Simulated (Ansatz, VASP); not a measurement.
## GaAs: VASP beside Ansatz

```
Ga As
1.0
     0.00000    2.88229    2.88229
     2.88229    0.00000    2.88229
     2.88229    2.88229    0.00000
Ga As
1 1
Direct
  0.00000 0.00000 0.00000
  0.75000 0.75000 0.75000
```

Change from the starting cell: volume scaled by 1.06.

Alike in both runs: task single point; functional PBE; k mesh 11 × 11 × 11; occupations fermi-dirac, width 0.05 eV; no spin polarisation.

```csv
,VASP,Ansatz
version,VASP 6.6.1,Ansatz 0.2.0
potentials or method,"VASP PAW PBE potentials, release 64 (Ga_d, As), cutoff 520 eV","all-electron LAPW, scalar-relativistic"
```

```csv
,VASP,Ansatz,Ansatz less VASP
pressure (GPa),-0.4,-0.6,-0.16
```

Ansatz ran all-electron here, and VASP with PAW potentials.
